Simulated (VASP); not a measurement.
Wanted: the native input for a VASP 6.6.1 run.

```
Task                   : relaxation of cell and atoms
Functional             : PBE
Potentials or basis    : VASP PAW PBE potentials, release 64 (Ni, Si)
Cutoff                 : 600 eV
k mesh                 : 8 × 8 × 8
Occupations            : fermi-dirac, width 0.05 eV
Spin                   : collinear spin, ferromagnetic start
Starting moments       : [1.0, 1.0, 1.0, 0.0] μB
Target pressure        : 10 GPa
Dipole correction      : no
Further INCAR settings : ALGO = Normal; EDIFF = 1e-07; IBRION = 2; EDIFFG = -0.01; NSW = 60; ISIF = 3
```

The structure of SiNi3 lies in POSCAR:

```
SiNi3
1.0
    3.5420000000      0.0000000000      0.0000000000
    0.0000000000      3.5420000000      0.0000000000
    0.0000000000      0.0000000000      3.5420000000
Ni Si
3 1
Direct
    0.5000000000      0.5000000000      0.0000000000
    0.5000000000      0.0000000000      0.5000000000
    0.0000000000      0.5000000000      0.5000000000
    0.0000000000      0.0000000000      0.0000000000
```

The input as run:

INCAR

```
ALGO     = Normal         # electronic algorithm
EDIFF    = 1E-7           # SCF threshold, eV
EDIFFG   = -0.01          # ionic threshold
ENCUT    = 600            # plane-wave cutoff, eV
GGA      = PE             # functional
IBRION   = 2              # ionic algorithm
ISIF     = 3              # what is computed and relaxed
ISMEAR   = -1             # smearing method
ISPIN    = 2              # spin polarisation
LASPH    = True           # aspherical terms in the spheres
LCHARG   = False          # write CHGCAR
LMAXMIX  = 4              # l up to which the mixer works
LORBIT   = 11             # projections on sites
LREAL    = False          # projectors in reciprocal space
LWAVE    = False          # write WAVECAR
MAGMOM   = 1 1 1 0        # initial moments
NELM     = 150            # most SCF steps
NSW      = 60             # ionic steps
PREC     = Accurate       # precision mode
PSTRESS  = 100.0        
SIGMA    = 0.05           # smearing width, eV
```

KPOINTS

```
k-points
0
Gamma
  8 8 8
```

Potentials or basis: VASP PAW PBE potentials, release 64 (Ni, Si).

The run is started by

```console
$ cat potpaw_PBE.64/Ni/POTCAR potpaw_PBE.64/Si/POTCAR > POTCAR
$ mpirun -np 1 vasp_std > vasp.out
```

Results of the run:

```
Relaxed volume                                             : 10.33 Å³/atom
Relaxed cell                                               : a = 3.457 Å, b = 3.457 Å, c = 3.457 Å, α = 90.00°, β = 90.00°, γ = 90.00°
Space group after relaxing (to 0.1 Å)                      : Pm-3m (No. 221)
Energy change on relaxing (the run minimises the enthalpy) : +6.9 meV/atom
Ionic steps                                                : 4
Pressure after relaxing                                    : 10.0 GPa
Band gap on the k mesh                                     : zero (filled and empty bands overlap)
Net moment                                                 : 0.00 μB per cell
Valence electrons inside the program's atomic spheres      : Ni 9.56; Si 1.58
```

Caveat: the cell is relaxed towards a set pressure, so the run minimises the enthalpy, not the energy; the moments typed at the start vanished in this run.

It took 6.4 min on 1 thread of Oxide Virtual Turin-like Processor, with other jobs on the host, peak memory 0.18 GiB.
